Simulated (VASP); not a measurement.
Input of a VASP 6.6.1 run:

INCAR

```
PREC     = Accurate       # precision mode
ENCUT    = 600            # plane-wave cutoff, eV
EDIFF    = 1E-7           # SCF threshold, eV
ISMEAR   = 0              # smearing method
SIGMA    = 0.1            # smearing width, eV
LREAL    = False          # projectors in reciprocal space
LASPH    = True           # aspherical terms in the spheres
NELM     = 60             # most SCF steps
ALGO     = Normal         # electronic algorithm
ISIF     = 3              # what is computed and relaxed
LWAVE    = False          # write WAVECAR
LCHARG   = False          # write CHGCAR
GGA      = PE             # functional
IBRION   = 2              # ionic algorithm
NSW      = 90             # ionic steps
EDIFFG   = -0.04          # ionic threshold
```

Contents of KPOINTS:

```
regular mesh
0
Gamma
  6 6 4
```

POSCAR

```
Be3TeO2
1.0
    4.7686818600      0.0000000000      0.0000000000
   -2.3843409300      4.1297996300      0.0000000000
    0.0000000000      0.0000000000      4.0219355100
Be Te O
3 1 2
Direct
    0.5000000000      0.0000000000      0.5000000000
    0.0000000000      0.5000000000      0.5000000000
    0.5000000000      0.5000000000      0.5000000000
    0.0000000000      0.0000000000      0.5000000000
    0.3333333300      0.6666666700      0.5000000000
    0.6666666700      0.3333333300      0.5000000000
```

Potentials or basis: VASP PAW PBE potentials, release 64 (Be, Te, O).

Run with:

```console
$ cat potpaw_PBE.64/Be/POTCAR potpaw_PBE.64/Te/POTCAR potpaw_PBE.64/O/POTCAR > POTCAR
$ mpirun -np 1 vasp_std > vasp.out
```

(1) Predict the relaxed volume.

(2) Estimate the relaxed cell.

Answers

(1) 20.08 Å³/atom.

(2) a = 5.404 Å, b = 5.404 Å, c = 4.763 Å, α = 90.00°, β = 90.00°, γ = 120.00°.

Caveat: the volume moved by over 15 % at a fixed basis, so the end points are rough; this functional lacks dispersion, which binds the layers, so the pressure and a relaxed spacing across them are unreliable.
